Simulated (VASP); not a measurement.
# Nb (Im-3m) in VASP: settings compared, part 2 of 2

VASP 6.6.1. The steps go on from the part before.

**5. Single point, HSE06**

This run uses another cell than the first one, of 19.53 Å³/atom.

Contents of POSCAR:

```
Nb
1.0
   -1.6965847559      1.6965847559      1.6965847559
    1.6965847559     -1.6965847559      1.6965847559
    1.6965847559      1.6965847559     -1.6965847559
Nb
1
Direct
    0.0000000000      0.0000000000      0.0000000000
```

Contents of INCAR.step1:

```
PREC = Accurate
ENCUT = 400
EDIFF = 1E-5
ISMEAR = -1
SIGMA = 0.05
LREAL = False
LASPH = True
NELM = 120
ALGO = Normal
ISIF = 2
LWAVE = True
LCHARG = False
NBANDS = 12
GGA = PE
GGA_COMPAT = False
```

Contents of INCAR.step2:

```
PREC = Accurate
ENCUT = 400
EDIFF = 1E-6
ISMEAR = -1
SIGMA = 0.05
LREAL = False
LASPH = True
NELM = 120
ALGO = Normal
ISIF = 2
LWAVE = False
LCHARG = False
GGA = PE
LHFCALC = True
HFSCREEN = 0.2079
PRECFOCK = Normal
NBANDS = 12
ISTART = 1
GGA_COMPAT = False
```

Contents of KPOINTS:

```
regular mesh
0
Gamma
  6 6 6
```

The run is started by

```console
$ cat potpaw_PBE.64/Nb_sv/POTCAR > POTCAR
$ cp INCAR.step1 INCAR
$ mpirun -np 1 vasp_std > vasp.out
$ cp INCAR.step2 INCAR
$ mpirun -np 1 vasp_std > vasp.out
```

Run time: 13 min. Hardware: 1 thread of Intel Xeon 8259CL, shared host; peak memory 0.23 GiB.

Results (log left out):

| Item | Value |
| --- | --- |
| Free energy | -11.6873 eV |
| Pressure | -17.0 GPa |
| Band gap on the k mesh | zero (an odd number of electrons rules out a gap without spin polarisation) |

Levels at points of the mesh, in eV from the Fermi level:
```csv
k point,band 3,band 4,band 5,band 6,band 7,band 8,band 9,band 10
"(0.00, 0.00, 0.00)",-32.26,-32.26,-6.72,0.66,0.66,0.66,3.89,3.89
"(0.50, 0.00, 0.00)",-32.64,-32.27,-3.99,-1.76,1.90,3.81,4.49,6.62
"(0.50, 0.50, 0.50)",-33.08,-33.08,-3.78,-3.78,5.86,5.86,5.86,9.06
```

Caveat: the k points lie up to 0.44 Å⁻¹ apart, too coarse for converged energies and pressures of a metal; the PAW data sets were made with another functional, which shifts forces and pressure a little.

**6. Single point, PBE0**

This run uses another cell than the first one, of 19.53 Å³/atom.

POSCAR is that of step 5.

Contents of INCAR.step1:

```
ALGO = Normal ; EDIFF = 1E-5
ENCUT = 400 ; GGA = PE
GGA_COMPAT = False ; ISIF = 2
ISMEAR = -1 ; LASPH = True
LREAL = False ; LWAVE = True
NBANDS = 12 ; NELM = 120
PREC = Accurate ; SIGMA = 0.05
```

Contents of INCAR.step2:

```
AEXX = 0.25 ; ALGO = Normal
EDIFF = 1E-6 ; ENCUT = 400
GGA = PE ; GGA_COMPAT = False
ISIF = 2 ; ISMEAR = -1
ISTART = 1 ; LASPH = True
LCHARG = True ; LELF = True
LHFCALC = True ; LREAL = False
LVHAR = True ; LWAVE = False
NBANDS = 12 ; NELM = 120
PREC = Accurate ; PRECFOCK = Normal
SIGMA = 0.05
```

Contents of KPOINTS:

```
k-points
0
Gamma
  6 6 6
```

Potentials or basis: VASP PAW PBE potentials, release 64 (Nb_sv).

The run is started by

```console
$ cat potpaw_PBE.64/Nb_sv/POTCAR > POTCAR
$ cp INCAR.step1 INCAR
$ mpirun -np 1 vasp_std > vasp.out
$ cp INCAR.step2 INCAR
$ mpirun -np 1 vasp_std > vasp.out
```

OUTCAR:

```text
AEXX = 0.25
   EDIFF = 1E-6
   ENCUT = 400
   GGA = PE
   ISIF = 2
   ISMEAR = -1
   ISTART = 1
   LASPH = True
   LHFCALC = True
   LREAL = False
   NELM = 120
   PREC = Accurate
   PRECFOCK = Normal

 ion  position               nearest neighbor table
   1  0.000  0.000  0.000-

  LATTYP: Found a body centered cubic cell.
 ALAT       =     3.3931695118

  Lattice vectors:

 A1 = (  -1.6965847559,   1.6965847559,   1.6965847559)
 A2 = (   1.6965847559,  -1.6965847559,   1.6965847559)
[... 417 lines left out ...]
     12      19.4604      0.00000

------------------------ aborting loop because EDIFF is reached ----------------------------------------

  FORCE on cell =-STRESS in cart. coord.  units (eV):
  Direction    XX          YY          ZZ          XY          YZ          ZX
  --------------------------------------------------------------------------------------
  -------------------------------------------------------------------------------------
  Total       -2.2195776     -2.2195776     -2.2195776     -0.0000000      0.0000000     -0.0000000
  in kB     -182.0514937   -182.0514937   -182.0514937     -0.0000000      0.0000000     -0.0000000
  external PRESSURE =    -182.0514937 kB  Pullay stress =       0.0000000 kB

 VOLUME and BASIS-vectors are now :
 -----------------------------------------------------------------------------
  energy-cutoff  :      400.00
  volume of cell :       19.53
      direct lattice vectors                 reciprocal lattice vectors
    -1.696584756  1.696584756  1.696584756     0.000000000  0.294709709  0.294709709
     1.696584756 -1.696584756  1.696584756     0.294709709  0.000000000  0.294709709
     1.696584756  1.696584756 -1.696584756     0.294709709  0.294709709  0.000000000

 POSITION                                       TOTAL-FORCE (eV/Angst)
 -----------------------------------------------------------------------------------
      0.00000      0.00000      0.00000         0.000000     -0.000000      0.000000
 -----------------------------------------------------------------------------------
    total drift:                                0.000000     -0.000000     -0.000000

  FREE ENERGIE OF THE ION-ELECTRON SYSTEM (eV)
  ---------------------------------------------------
  free  energy   TOTEN  =       -12.8136533834 eV

  energy  without entropy=      -12.8084263885  energy(sigma->0) =      -12.81103989
```

OSZICAR.step1:

```text
N       E                     dE             d eps       ncg     rms          rms(c)
DAV:   1     0.948354703996E+02    0.94835E+02   -0.63090E+03   384   0.887E+02
DAV:   2    -0.681385739044E+01   -0.10165E+03   -0.98176E+02   432   0.336E+02
DAV:   3    -0.104588785204E+02   -0.36450E+01   -0.35360E+01   564   0.529E+01
DAV:   4    -0.105914923175E+02   -0.13261E+00   -0.13216E+00   516   0.950E+00
DAV:   5    -0.106001375314E+02   -0.86452E-02   -0.86430E-02   572   0.175E+00    0.661E+00
DAV:   6    -0.101644135128E+02    0.43572E+00   -0.67777E-01   604   0.975E+00    0.216E+00
DAV:   7    -0.101280800697E+02    0.36333E-01   -0.13406E-01   628   0.421E+00    0.838E-01
DAV:   8    -0.101321130499E+02   -0.40330E-02   -0.96702E-03   472   0.126E+00    0.908E-02
DAV:   9    -0.101320993547E+02    0.13695E-04   -0.65981E-04   552   0.202E-01    0.400E-02
DAV:  10    -0.101321061468E+02   -0.67921E-05   -0.24966E-05   400   0.537E-02
   1 F= -.10132106E+02 E0= -.10125672E+02  d E =-.128687E-01
```

Wall time 7.3 min (1 thread of Intel Xeon 8259CL, shared host); peak memory 0.13 GiB.

Results:

```
Free energy            : -12.8137 eV
Pressure               : -18.2 GPa
Band gap on the k mesh : zero (an odd number of electrons rules out a gap without spin polarisation)
```

Caveat: the k points lie up to 0.44 Å⁻¹ apart, too coarse for converged energies and pressures of a metal; the PAW data sets were made with another functional, which shifts forces and pressure a little.

**7. Summary**

| level | cell | screening parameter | gap on the mesh (eV) | pressure (GPa) |
| --- | --- | --- | --- | --- |
| PBE0 | a = 2.901 Å, angles 109.5°, 1 atom | - | none | -13.2 |
| HSE06 | a = 2.920 Å, angles 109.5°, 1 atom | 0.2079 1/Å | none | -15.0 |
| PBE0 | a = 2.920 Å, angles 109.5°, 1 atom | - | none | -15.9 |
| HSE06 | a = 2.939 Å, angles 109.5°, 1 atom | 0.2079 1/Å | none | -17.0 |
| PBE0 | a = 2.939 Å, angles 109.5°, 1 atom | - | none | -18.2 |

Alike in all rows: task single point; potentials or basis VASP PAW PBE potentials, release 64 (Nb_sv); no spin polarisation; k mesh 6 × 6 × 6; cutoff (eV) 400; smearing fermi-dirac 0.05 eV.

Caveats: all runs use coarse meshes; the PAW data sets were made with another functional, which shifts forces and pressure a little.

Total energies depend on the potentials used, so only differences within one code and one set of settings carry meaning.
